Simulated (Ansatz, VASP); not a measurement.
**Two plane-wave programs on Si**

```
Si
1.0
     3.84720    0.00000    0.00000
    -1.92360    3.33177    0.00000
     0.00000    0.00000   18.44470
Si
4
Direct
  0.33333 0.66667 0.26958
  0.66667 0.33333 0.24397
  0.66667 0.33333 0.49959
  0.00000 0.00000 0.47398
```

Alike in both runs: task single point; functional PBE; dispersion D3(BJ); k mesh 9 × 9 × 1; occupations gaussian, width 0.1 eV; no spin polarisation.

|  | VASP | Ansatz |
| --- | --- | --- |
| version | VASP 6.6.1 | Ansatz 0.2.0 |
| potentials or method | VASP PAW PBE potentials, release 64 (Si), cutoff 520 eV | scalar-relativistic, plane waves, PAW |
| valence electrons in the cell | 16 | 16 |

Ansatz gave:

* gap on the k mesh at the Fermi level (eV): none
* rms of the force components (eV/Å): 0.062

Task: Estimate VASP's values.

Result: gap on the k mesh at the Fermi level (eV): none; rms of the force components (eV/Å): 0.060.

Atom by atom the forces differ by 0.004 eV/Å (rms over components). A gap of «none» marks a metal or a gap that the smearing closes. Ansatz's warnings: xc potential rough in thin density.
